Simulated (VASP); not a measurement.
# Ge (Cmmm) in VASP: further runs

Ge is run at these levels: PBEsol, PBE; tasks: single point.

Everything below comes from runs of VASP 6.6.1. Logs are shortened: lines on timing, memory, paths and dates and some standing lists are left out, and cuts for length are marked.

### Step 1. The cell of the first run

Symmetry: Cmmm, No. 65, orthorhombic system. The conventional cell has a = 2.794 Å, b = 5.201 Å, c = 2.698 Å, α = 90.00°, β = 90.00°, γ = 90.00°. Within 3.6 Å of Ge (site symmetry mmm) lie 8 Ge at 2.70 to 2.95 Å.

### Step 2. Single point, PBEsol

File INCAR:

```
SYSTEM = Ge
PREC = Accurate ; ENCUT = 520
EDIFF = 1E-6 ; ISMEAR = 0
SIGMA = 0.05 ; LREAL = .False.
LASPH = .True. ; NELM = 80
ALGO = Normal ; ISIF = 2
LWAVE = .False. ; LCHARG = .False.
GGA = PS ; NBANDS = 13
```

File KPOINTS:

```
Automatic mesh
0
Gamma
  11 11 10
  0 0 0
```

File POSCAR:

```
Ge
1.0
    1.3971490000     -2.6005160000      0.0000000000
    1.3971490000      2.6005160000      0.0000000000
    0.0000000000      0.0000000000      2.6982310000
Ge
1
Direct
    0.5000000000      0.5000000000      0.0000000000
```

Potentials or basis: VASP PAW PBE potentials, release 64 (Ge_d).

Command:

```console
> cat potpaw_PBE.64/Ge_d/POTCAR > POTCAR
> mpirun -np 1 vasp_std > vasp.out
```

OUTCAR:

```text
SYSTEM = Ge
   PREC = Accurate
   ENCUT = 520
   EDIFF = 1E-6
   ISMEAR = 0
   LREAL = .False.
   LASPH = .True.
   NELM = 80
   ISIF = 2
   GGA = PS

 ion  position               nearest neighbor table
   1  0.500  0.500  0.000-

  LATTYP: Found a base centered orthorhombic cell.
 ALAT       =     2.7942980000
 B/A-ratio  =     1.8613018368
 C/A-ratio  =     0.9656203454

  Lattice vectors:

 A1 = (   1.3971490000,  -2.6005160000,   0.0000000000)
 A2 = (   1.3971490000,   2.6005160000,   0.0000000000)
 A3 = (   0.0000000000,   0.0000000000,   2.6982310000)

Analysis of symmetry for initial positions (statically):
=====================================================================
 Subroutine PRICEL returns:
 Original cell was already a primitive cell.

 Routine SETGRP: Setting up the symmetry group for a
 base centered orthorhombic supercell.

 Subroutine GETGRP returns: Found  8 space group operations
 (whereof  8 operations were pure point group operations)
 out of a pool of  8 trial point group operations.

The static configuration has the point symmetry D_2h.

Analysis of symmetry for dynamics (positions and initial velocities):
=====================================================================
 Subroutine PRICEL returns:
 Original cell was already a primitive cell.

 Routine SETGRP: Setting up the symmetry group for a
 base centered orthorhombic supercell.

 Subroutine GETGRP returns: Found  8 space group operations
 (whereof  8 operations were pure point group operations)
 out of a pool of  8 trial point group operations.

The dynamic configuration has the point symmetry D_2h.

 Subroutine INISYM returns: Found  8 space group operations
 (whereof  8 operations are pure point group operations),
 and found     1 'primitive' translations

----------------------------------------------------------------------------------------

                                     Primitive cell

  volume of cell :      19.6070

  direct lattice vectors                    reciprocal lattice vectors
     1.397149000 -2.600516000  0.000000000     0.357871637 -0.192269534  0.000000000
     1.397149000  2.600516000  0.000000000     0.357871637  0.192269534  0.000000000
     0.000000000  0.000000000  2.698231000     0.000000000  0.000000000  0.370613191

  length of vectors
     2.952068562  2.952068562  2.698231000     0.406250763  0.406250763  0.370613191

  position of ions in fractional coordinates (direct lattice)
     0.500000000  0.500000000  0.000000000

  ion indices of the primitive-cell ions
   primitive index   ion index
                 1           1

----------------------------------------------------------------------------------------

 KPOINTS: Automatic mesh

Automatic generation of k-mesh.
 Grid dimensions read from file:
 generate k-points for:   11   11   10

 Generating k-lattice:

  Cartesian coordinates                     Fractional coordinates (reciprocal lattice)
     0.032533785 -0.017479049  0.000000000     0.090909091  0.000000000  0.000000000
     0.032533785  0.017479049  0.000000000     0.000000000  0.090909091  0.000000000
     0.000000000  0.000000000  0.037061319     0.000000000  0.000000000  0.100000000

  Length of vectors
     0.036931888  0.036931888  0.037061319

  Shift w.r.t. Gamma in fractional coordinates (k-lattice)
     0.000000000  0.000000000  0.000000000

 Subroutine IBZKPT returns following result:
 ===========================================

 Found    216 irreducible k-points:

 Following reciprocal coordinates:
            Coordinates               Weight
  0.000000  0.000000  0.000000      1.000000
  0.090909  0.000000  0.000000      4.000000
  0.181818 -0.000000  0.000000      4.000000
  0.272727 -0.000000  0.000000      4.000000
  0.363636 -0.000000  0.000000      4.000000
  0.454545 -0.000000  0.000000      4.000000
[... 16 lines left out ...]
 -0.272727  0.181818  0.000000      4.000000
 -0.181818  0.181818  0.000000      2.000000
 [... further k-points ...]
   k-points           NKPTS =    216   k-points in BZ     NKDIM =    216   number of bands    NBANDS=     13
   number of dos      NEDOS =    301   number of ions     NIONS =      1
   total plane-waves  NPLWV =  11520
   dimension x,y,z NGX =    24 NGY =   24 NGZ =   20
   dimension x,y,z NGXF=    48 NGYF=   48 NGZF=   40
   ions per type =               1
   NGX,Y,Z   is equivalent  to a cutoff of  13.52, 13.52, 12.32 a.u.
   NGXF,Y,Z  is equivalent  to a cutoff of  27.03, 27.03, 24.65 a.u.
 SYSTEM =  Ge
   PREC   = accura    normal or accurate (medium, high low for compatibility)
   ISTART =      0    job   : 0-new  1-cont  2-samecut
   ICHARG =      2    charge: 1-file 2-atom 10-const
   ISPIN  =      1    spin polarized calculation?
   LNONCOLLINEAR =      F non collinear calculations
   LSORBIT =      F    spin-orbit coupling
   LASPH  =      T    aspherical Exc in radial PAW
   ENCUT  =  520.0 eV  38.22 Ry    6.18 a.u.   5.49  5.49  5.02*2*pi/ulx,y,z
   NELM   =     80;   NELMIN=  2; NELMDL= -5     # of ELM steps
   EDIFF  = 0.1E-05   stopping-criterion for ELM
   LREAL  =      F    real-space projection
   EDIFFG = 0.1E-04   stopping-criterion for IOM
   NSW    =      0    number of steps for IOM
   IBRION =     -1    ionic relax: 0-MD 1-quasi-New 2-CG
   NFREE  =      0    steps in history (QN), initial steepest desc. (CG)
   ISIF   =      2    stress and relaxation
   ISYM   =      2    0-nonsym 1-usesym 2-fastsym
   POTIM  = 0.5000    time-step for ionic-motion
   TEBEG  =    0.0;   TEEND  =   0.0 temperature during run
   PSTRESS=    0.0 pullay stress
   NELECT =      14.0000    total number of electrons
   NUPDOWN=      -1.0000    fix difference up-down
   EMIN   =  10.00;   EMAX   =-10.00  energy-range for DOS
   EFERMI =   0.00;   METHOD = LEGACY
   ISMEAR =     0;   SIGMA  =   0.05  broadening in eV -4-tet -1-fermi 0-gaus
   EFERMI_NEDOS =   21; number of points for ismear=-14 and -15
   IALGO  =     38    algorithm
   IMIX   =      4    mixing-type and parameters
     AMIX     =   0.40;   BMIX     =  1.00
     AMIX_MAG =   1.60;   BMIX_MAG =  1.00
  volume/ion in A,a.u.               =      19.61       132.31
  Fermi-wavevector in a.u.,A,eV,Ry     =   1.463234  2.765111 29.130796  2.141053
  Thomas-Fermi vector in A             =   2.579353
   LORBIT       =      0    0 simple, 1 ext, 2 COOP (PROOUT), +10 PAW based schemes
   GGA     = PS    functional components
   LHFCALC =     F    Hartree Fock is set to
   AEXX    =    0.0000 exact exchange contribution
   IVDW    =     0    specifies the selected vdW correction
   LEPSILON=     F    determine dielectric tensor
   LRPA    =     F    only Hartree local field effects (RPA)
 non-spin polarized calculation
 Gauss-broadening in eV      SIGMA  =   0.05
  energy-cutoff  :      520.00
  volume of cell :       19.61
 maximum number of plane-waves:       542
 NGX is ok and might be reduce to    24
   NGX = 11   NGY = 11   NGZ = 11

 number of electron      14.0000003 magnetization

 Free energy of the ion-electron system (eV)
  ---------------------------------------------------
  ext. energy  EPLUGINS =         0.00000000
  ---------------------------------------------------
  free energy    TOTEN  =        -4.73077453 eV

  energy without entropy =       -4.73012107  energy(sigma->0) =       -4.73044780

 E-fermi :   6.0500     XC(G=0): -11.1874

 val. band max:        6.0382983185   @ k =   0.3636   0.1818   0.1000
 cond. band min:       6.0557441022   @ k =   0.4545   0.0909   0.4000
 fundamental gap:      0.0174457836
 Fermi energy:         6.0499770788

 k-point     1 :       0.0000    0.0000    0.0000
  band No.  band energies     occupation
      1     -18.5819      2.00000
      2     -18.5266      2.00000
      3     -18.4756      2.00000
      4     -18.3701      2.00000
      5     -18.3496      2.00000
      6      -6.7947      2.00000
      7      12.7281      0.00000
      8      13.2012      0.00000
      9      14.7086      0.00000
     10      16.2565      0.00000
     11      18.5475      0.00000
     12      20.9120      0.00000
     13      21.0700      0.00000

 k-point     2 :       0.0909    0.0000    0.0000
  band No.  band energies     occupation
      1     -18.5761      2.00000
      2     -18.5179      2.00000
      3     -18.4765      2.00000
      4     -18.3714      2.00000
      5     -18.3536      2.00000
      6      -6.5941      2.00000
      7      12.3289      0.00000
      8      12.9232      0.00000
      9      13.1588      0.00000
     10      16.6912      0.00000
     11      18.2418      0.00000
     12      19.8642      0.00000
     13      22.2232      0.00000

 k-point     3 :       0.1818   -0.0000    0.0000
  band No.  band energies     occupation
      1     -18.5637      2.00000
      2     -18.5010      2.00000
      3     -18.4698      2.00000
      4     -18.3758      2.00000
      5     -18.3633      2.00000
      6      -5.9929      2.00000
      7       9.5406      0.00000
      8      11.7268      0.00000
      9      13.4959      0.00000
     10      16.0968      0.00000
     11      17.7819      0.00000
     12      21.7946      0.00000
     13      24.8524      0.00000
[... 305 lines left out ...]
 k-point    23 :      -0.2727    0.1818    0.0000
  band No.  band energies     occupation
      1     -18.5635      2.00000
      2     -18.5171      2.00000
      3     -18.4395      2.00000
      4     -18.3875      2.00000
      5     -18.3563      2.00000
      6      -5.5377      2.00000
      7       6.9065      0.00000
      8      11.0339      0.00000
      9      13.8915      0.00000
     10      17.7128      0.00000
     11      18.9861      0.00000
     12      22.5765      0.00000
     13      26.9468      0.00000

 k-point    24 :      -0.1818    0.1818    0.0000
  band No.  band energies     occupation
      1     -18.5730      2.00000
      2     -18.5227      2.00000
      3     -18.4505      2.00000
      4     -18.3819      2.00000
      5     -18.3519      2.00000
      6      -6.0873      2.00000
      7       8.3061      0.00000
      8      13.2772      0.00000
      9      13.3904      0.00000
     10      16.6877      0.00000
     11      18.1687      0.00000
     12      23.8226      0.00000
     13      23.8869      0.00000

 [... further k-points ...]
[... 5 lines left out ...]
  --------------------------------------------------------------------------------------
  -------------------------------------------------------------------------------------
  Total       -0.3327337     -0.7587832     -0.4684926      0.0000000      0.0000000      0.0000000
  in kB      -27.1891751    -62.0036002    -38.2826493      0.0000000      0.0000000      0.0000000
  external PRESSURE =     -42.4918082 kB  Pullay stress =       0.0000000 kB

 VOLUME and BASIS-vectors are now :
 -----------------------------------------------------------------------------
  energy-cutoff  :      520.00
  volume of cell :       19.61
      direct lattice vectors                 reciprocal lattice vectors
     1.397149000 -2.600516000  0.000000000     0.357871637 -0.192269534  0.000000000
     1.397149000  2.600516000  0.000000000     0.357871637  0.192269534  0.000000000
     0.000000000  0.000000000  2.698231000     0.000000000  0.000000000  0.370613191

 POSITION                                       TOTAL-FORCE (eV/Angst)
 -----------------------------------------------------------------------------------
      1.39715      0.00000      0.00000         0.000000      0.000000      0.000000
 -----------------------------------------------------------------------------------
    total drift:                               -0.000000     -0.000000     -0.000000

  FREE ENERGIE OF THE ION-ELECTRON SYSTEM (eV)
  ---------------------------------------------------
  free  energy   TOTEN  =        -4.7307745344 eV

  energy  without entropy=       -4.7301210694  energy(sigma->0) =       -4.73044780
```

Wall time 14 s (1 thread of Intel Xeon 6975P-C (Granite Rapids), shared host); peak memory 0.17 GiB.

Results:

```yaml
Free_energy: -4.7308 eV
Pressure: -4.2 GPa
Band_gap_on_the_k_mesh: zero (band 7 reaches 12.73 eV, above the bottom of band 8 at 3.66 eV)
```

Stress tensor (GPa, compression positive):
```
-2.72  0.00  0.00
 0.00 -6.20  0.00
 0.00  0.00 -3.83
```

Caveat: the PAW data sets were made with another functional, which shifts forces and pressure a little.

### Step 3. Single point, PBE

File INCAR:

```
SYSTEM = Ge
PREC = Accurate
ENCUT = 520
EDIFF = 1E-6
ISMEAR = 0
SIGMA = 0.05
LREAL = .FALSE.
LASPH = .TRUE.
NELM = 60
ALGO = Normal
ISIF = 2
LWAVE = .FALSE.
LCHARG = .FALSE.
GGA = PE
NBANDS = 13
```

File KPOINTS:

```
regular mesh
0
G
  11 11 10
  0 0 0
```

POSCAR is that of step 2.

Potentials or basis: VASP PAW PBE potentials, release 64 (Ge_d).

Command:

```console
> cat potpaw_PBE.64/Ge_d/POTCAR > POTCAR
> mpirun -np 1 vasp_std > vasp.out
```

It took 14 s on 1 thread of Intel Xeon 6975P-C (Granite Rapids), shared host; peak memory 0.17 GiB.

Results (log left out):

```yaml
Free_energy: -4.2671 eV
Pressure: -0.8 GPa
Band_gap_on_the_k_mesh: zero (band 7 reaches 12.88 eV, above the bottom of band 8 at 3.82 eV)
```

Stress tensor (GPa, compression positive):
```
 0.83  0.00  0.00
 0.00 -2.96  0.00
 0.00  0.00 -0.34
```

Levels at points of the mesh, in eV from the Fermi level:
```
           k point  band 4  band 5  band 6  band 7  band 8  band 9  band 10  band 11
(0.00, 0.00, 0.00)  -24.51  -24.49  -12.84    6.69    7.16    8.67    10.18    12.52
(0.00, 0.00, 0.50)  -24.55  -24.52   -9.07   -5.65    9.98   11.49    16.04    16.14
```

### Step 4. Single point, PBEsol, non-collinear spin, zero start, spin-orbit coupling

File INCAR:

```
SYSTEM = Ge
PREC = Accurate
ENCUT = 520
EDIFF = 1E-6
ISMEAR = -5
SIGMA = 0.05
LREAL = .False.
LASPH = .True.
NELM = 150
ALGO = Normal
ISIF = 2
LWAVE = .False.
LCHARG = .False.
MAGMOM = 0 0 0
LORBIT = 11
LSORBIT = .True.
GGA_COMPAT = .False.
LORBMOM = .True.
GGA = PS
NBANDS = 25
```

File KPOINTS:

```
Automatic mesh
0
Gamma
  8 8 7
  0 0 0
```

POSCAR is that of step 3.

Command:

```console
> cat potpaw_PBE.64/Ge_d/POTCAR > POTCAR
> mpirun -np 1 vasp_ncl > vasp.out
```

Run time: 35 s. Hardware: 1 thread of Intel Xeon 6975P-C (Granite Rapids), shared host; peak memory 0.22 GiB.

It converged, with:

* Free energy: -4.7474 eV
* Pressure: -4.1 GPa
* Net moment: 0.00 μB per cell
* Valence electrons inside the program's atomic spheres: Ge 12.21

Stress tensor (GPa, compression positive):
```
-2.73  0.00  0.00
 0.00 -5.79  0.00
 0.00  0.00 -3.84
```

Moments on the atoms (μB; x, y, z):
```
Ge  0.00 0.00 0.00
```

Caveat: the PAW data sets were made with another functional, which shifts forces and pressure a little.

### Step 5. Summary

```csv
level,spin,k mesh,smearing,gap on the mesh (eV),pressure (GPa)
PBEsol,off,11 × 11 × 10,gaussian 0.05 eV,none,-4.2
PBE,off,11 × 11 × 10,gaussian 0.05 eV,none,-0.8
PBEsol,"non-collinear, zero start, SOC",8 × 8 × 7,tetrahedron,-,-4.1
```

Alike in all rows: task single point; potentials or basis VASP PAW PBE potentials, release 64 (Ge_d); cell as given; cutoff (eV) 520.

The pressure there spans -4.2 GPa (PBEsol) to -0.8 GPa (PBE); a positive pressure means that this level wants a larger cell, a negative one a smaller.

Caveats: the PAW data sets were made with another functional, which shifts forces and pressure a little (some runs).

Absolute energies hang on the potentials; compare differences alone.
